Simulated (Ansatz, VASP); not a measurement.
## One calculation of SrCaZnWO6, two programs

```xyz
10
Lattice="5.6694 0.0000 0.0000 2.8347 4.9098 0.0000 2.8347 1.6366 4.6290" Properties=species:S:1:pos:R:3 pbc="T T T"
Sr    2.8347    1.6366    1.1573
Ca    8.5040    4.9098    3.4718
Zn    0.0000    0.0000    0.0000
W     5.6694    3.2732    2.3145
O     5.6694    1.6889    1.1942
O     5.6694    4.8575    3.4348
O     7.0414    4.0654    1.1942
O     4.2973    2.4811    3.4348
O     4.2973    4.0654    1.1942
O     7.0414    2.4811    3.4348
```

Alike in both runs: task single point; functional PBE; k mesh 4 × 4 × 4; no spin polarisation.

|  | VASP | Ansatz |
| --- | --- | --- |
| version | VASP 6.6.1 | Ansatz 0.2.0 |
| potentials or method | VASP PAW PBE potentials, release 64 (Sr_sv, Ca_sv, Zn, W_sv, O_h), cutoff 910 eV | plane waves, PAW |
| occupations | gaussian, width 0.01 eV | fixed |
| valence electrons in the cell | 82 | 82 |

```csv
,VASP,Ansatz,Ansatz less VASP
rms of the force components (eV/Å),0.211,0.250,+0.0393
```

Atom by atom the forces differ by 0.039 eV/Å (rms over components).

Neither program's run includes spin-orbit coupling. Noted on VASP's run: the cutoff is short for stress, so the pressure is rough.
